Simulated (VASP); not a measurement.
# AlN (P6_3mc) in VASP: further runs, part 2 of 2

VASP 6.6.1. Earlier steps stand in the parts before.

### Step 3. Single point, HSE06

POSCAR

```
AlN
1.0
    9.3414480000      0.0000000000      0.0000000000
    0.0000000000     10.7865750000      0.0000000000
    0.0000000000      0.0000000000      9.9670570000
Al N
48 48
Direct
    0.1666670000      0.0833330000      0.2485000000
    0.1666670000      0.0833330000      0.7485000000
    0.0000000000      0.3333330000      0.2485000000
    0.0000000000      0.3333330000      0.7485000000
    0.5000000000      0.0833330000      0.2485000000
    0.5000000000      0.0833330000      0.7485000000
    0.3333330000      0.3333330000      0.2485000000
    0.3333330000      0.3333330000      0.7485000000
    0.1666670000      0.5833330000      0.2485000000
    0.1666670000      0.5833330000      0.7485000000
    0.0000000000      0.8333330000      0.2485000000
    0.0000000000      0.8333330000      0.7485000000
    0.8333330000      0.0833330000      0.2485000000
    0.8333330000      0.0833330000      0.7485000000
    0.6666670000      0.3333330000      0.2485000000
    0.6666670000      0.3333330000      0.7485000000
    0.5000000000      0.5833330000      0.2485000000
    0.5000000000      0.5833330000      0.7485000000
    0.3333330000      0.8333330000      0.2485000000
    0.3333330000      0.8333330000      0.7485000000
    0.8333330000      0.5833330000      0.2485000000
    0.8333330000      0.5833330000      0.7485000000
    0.6666670000      0.8333330000      0.2485000000
    0.6666670000      0.8333330000      0.7485000000
    0.0000000000      0.1666670000      0.4985000000
    0.0000000000      0.1666670000      0.9985000000
    0.3333330000      0.1666670000      0.4985000000
    0.3333330000      0.1666670000      0.9985000000
    0.1666670000      0.4166670000      0.4985000000
    0.1666670000      0.4166670000      0.9985000000
    0.0000000000      0.6666670000      0.4985000000
    0.0000000000      0.6666670000      0.9985000000
    0.6666670000      0.1666670000      0.4985000000
    0.6666670000      0.1666670000      0.9985000000
    0.5000000000      0.4166670000      0.4985000000
    0.5000000000      0.4166670000      0.9985000000
    0.3333330000      0.6666670000      0.4985000000
    0.3333330000      0.6666670000      0.9985000000
    0.1666670000      0.9166670000      0.4985000000
    0.1666670000      0.9166670000      0.9985000000
    0.8333330000      0.4166670000      0.4985000000
    0.8333330000      0.4166670000      0.9985000000
    0.6666670000      0.6666670000      0.4985000000
    0.6666670000      0.6666670000      0.9985000000
    0.5000000000      0.9166670000      0.4985000000
    0.5000000000      0.9166670000      0.9985000000
    0.8333330000      0.9166670000      0.4985000000
    0.8333330000      0.9166670000      0.9985000000
    0.0000000000      0.1666670000      0.1895000000
    0.0000000000      0.1666670000      0.6895000000
    0.3333330000      0.1666670000      0.1895000000
    0.3333330000      0.1666670000      0.6895000000
    0.1666670000      0.4166670000      0.1895000000
    0.1666670000      0.4166670000      0.6895000000
    0.0000000000      0.6666670000      0.1895000000
    0.0000000000      0.6666670000      0.6895000000
    0.6666670000      0.1666670000      0.1895000000
    0.6666670000      0.1666670000      0.6895000000
    0.5000000000      0.4166670000      0.1895000000
    0.5000000000      0.4166670000      0.6895000000
    0.3333330000      0.6666670000      0.1895000000
    0.3333330000      0.6666670000      0.6895000000
    0.1666670000      0.9166670000      0.1895000000
    0.1666670000      0.9166670000      0.6895000000
    0.8333330000      0.4166670000      0.1895000000
    0.8333330000      0.4166670000      0.6895000000
    0.6666670000      0.6666670000      0.1895000000
    0.6666670000      0.6666670000      0.6895000000
    0.5000000000      0.9166670000      0.1895000000
    0.5000000000      0.9166670000      0.6895000000
    0.8333330000      0.9166670000      0.1895000000
    0.8333330000      0.9166670000      0.6895000000
    0.1666670000      0.0833330000      0.4395000000
    0.1666670000      0.0833330000      0.9395000000
    0.0000000000      0.3333330000      0.4395000000
    0.0000000000      0.3333330000      0.9395000000
    0.5000000000      0.0833330000      0.4395000000
    0.5000000000      0.0833330000      0.9395000000
    0.3333330000      0.3333330000      0.4395000000
    0.3333330000      0.3333330000      0.9395000000
    0.1666670000      0.5833330000      0.4395000000
    0.1666670000      0.5833330000      0.9395000000
    0.0000000000      0.8333330000      0.4395000000
    0.0000000000      0.8333330000      0.9395000000
    0.8333330000      0.0833330000      0.4395000000
    0.8333330000      0.0833330000      0.9395000000
    0.6666670000      0.3333330000      0.4395000000
    0.6666670000      0.3333330000      0.9395000000
    0.5000000000      0.5833330000      0.4395000000
    0.5000000000      0.5833330000      0.9395000000
    0.3333330000      0.8333330000      0.4395000000
    0.3333330000      0.8333330000      0.9395000000
    0.8333330000      0.5833330000      0.4395000000
    0.8333330000      0.5833330000      0.9395000000
    0.6666670000      0.8333330000      0.4395000000
    0.6666670000      0.8333330000      0.9395000000
```

INCAR.step1

```
PREC = Accurate ; ENCUT = 520
EDIFF = 1E-5 ; ISMEAR = -1
SIGMA = 0.05 ; LREAL = Auto
LASPH = T ; NELM = 60
ALGO = Normal ; ISIF = 2
LWAVE = T ; GGA = PE
NBANDS = 246 ; LUSENCCL = F
```

INCAR.step2

```
PREC = Accurate ; ENCUT = 520
EDIFF = 1E-7 ; ISMEAR = -1
SIGMA = 0.05 ; LREAL = Auto
LASPH = T ; NELM = 60
ALGO = Normal ; ISIF = 2
LWAVE = F ; LCHARG = T
GGA = PE ; LHFCALC = T
HFSCREEN = 0.2079 ; PRECFOCK = Fast
LELF = T ; LVHAR = T
ISTART = 1 ; NBANDS = 246
LUSENCCL = F
```

KPOINTS

```
regular mesh
0
Gamma
  1 1 1
```

Potentials or basis: VASP PAW PBE potentials, release 64 (Al, N).

Run with:

```sh
$ cat potpaw_PBE.64/Al/POTCAR potpaw_PBE.64/N/POTCAR > POTCAR
$ cp INCAR.step1 INCAR
$ mpirun -np 1 vasp_gam > vasp.out
$ cp INCAR.step2 INCAR
$ mpirun -np 1 vasp_gam > vasp.out
```

Wall time 6.2 min (1 × NVIDIA H100 80GB with 1 thread of AMD EPYC 7R13 (Zen 3), shared host); peak memory 1.7 GiB.

Results (log left out):

| Item | Value |
| --- | --- |
| Free energy | -836.3733 eV |
| Pressure | -2.1 GPa |
| Largest force | 0.049 eV/Å |
| Band gap on the k mesh | 5.55 eV |

Forces on the atoms (eV/Å):
```
Al   0.000  0.031 -0.019
Al   0.000  0.031 -0.019
Al   0.000  0.031 -0.019
Al   0.000  0.031 -0.019
Al   0.000  0.031 -0.019
Al   0.000  0.031 -0.019
Al   0.000  0.031 -0.019
Al   0.000  0.031 -0.019
Al   0.000  0.031 -0.019
Al   0.000  0.031 -0.019
Al   0.000  0.031 -0.019
Al   0.000  0.031 -0.019
Al   0.000  0.031 -0.019
Al   0.000  0.031 -0.019
Al   0.000  0.031 -0.019
Al   0.000  0.031 -0.019
Al   0.000  0.031 -0.019
Al   0.000  0.031 -0.019
Al   0.000  0.031 -0.019
Al   0.000  0.031 -0.019
Al   0.000  0.031 -0.019
Al   0.000  0.031 -0.019
Al   0.000  0.031 -0.019
Al   0.000  0.031 -0.019
Al   0.000 -0.031 -0.019
Al   0.000 -0.031 -0.019
Al   0.000 -0.031 -0.019
Al   0.000 -0.031 -0.019
Al   0.000 -0.031 -0.019
Al   0.000 -0.031 -0.019
Al   0.000 -0.031 -0.019
Al   0.000 -0.031 -0.019
Al   0.000 -0.031 -0.019
Al   0.000 -0.031 -0.019
Al   0.000 -0.031 -0.019
Al   0.000 -0.031 -0.019
Al   0.000 -0.031 -0.019
Al   0.000 -0.031 -0.019
Al   0.000 -0.031 -0.019
Al   0.000 -0.031 -0.019
Al   0.000 -0.031 -0.019
Al   0.000 -0.031 -0.019
Al   0.000 -0.031 -0.019
Al   0.000 -0.031 -0.019
Al   0.000 -0.031 -0.019
Al   0.000 -0.031 -0.019
Al   0.000 -0.031 -0.019
Al   0.000 -0.031 -0.019
N    0.000 -0.046  0.019
N    0.000 -0.046  0.019
N    0.000 -0.046  0.019
N    0.000 -0.046  0.019
N    0.000 -0.046  0.019
N    0.000 -0.046  0.019
N    0.000 -0.046  0.019
N    0.000 -0.046  0.019
N    0.000 -0.046  0.019
N    0.000 -0.046  0.019
N    0.000 -0.046  0.019
N    0.000 -0.046  0.019
N    0.000 -0.046  0.019
N    0.000 -0.046  0.019
N    0.000 -0.046  0.019
N    0.000 -0.046  0.019
N    0.000 -0.046  0.019
N    0.000 -0.046  0.019
N    0.000 -0.046  0.019
N    0.000 -0.046  0.019
N    0.000 -0.046  0.019
N    0.000 -0.046  0.019
N    0.000 -0.046  0.019
N    0.000 -0.046  0.019
N    0.000  0.046  0.019
N    0.000  0.046  0.019
N    0.000  0.046  0.019
N    0.000  0.046  0.019
N    0.000  0.046  0.019
N    0.000  0.046  0.019
N    0.000  0.046  0.019
N    0.000  0.046  0.019
N    0.000  0.046  0.019
N    0.000  0.046  0.019
N    0.000  0.046  0.019
N    0.000  0.046  0.019
N    0.000  0.046  0.019
N    0.000  0.046  0.019
N    0.000  0.046  0.019
N    0.000  0.046  0.019
N    0.000  0.046  0.019
N    0.000  0.046  0.019
N    0.000  0.046  0.019
N    0.000  0.046  0.019
N    0.000  0.046  0.019
N    0.000  0.046  0.019
N    0.000  0.046  0.019
N    0.000  0.046  0.019
```

Stress tensor (GPa, compression positive):
```
-1.29  0.00  0.00
 0.00 -2.55  0.00
 0.00  0.00 -2.35
```

Levels at points of the mesh, in eV from the valence-band top:
```csv
k point,band 190,band 191,band 192,band 193,band 194,band 195
"(0.00, 0.00, 0.00)",-0.27,-0.24,0.00,5.55,6.34,6.34
```

Caveat: the k points lie up to 0.67 Å⁻¹ apart; the PAW data sets were made with another functional, which shifts forces and pressure a little. A k mesh can miss the band edges.
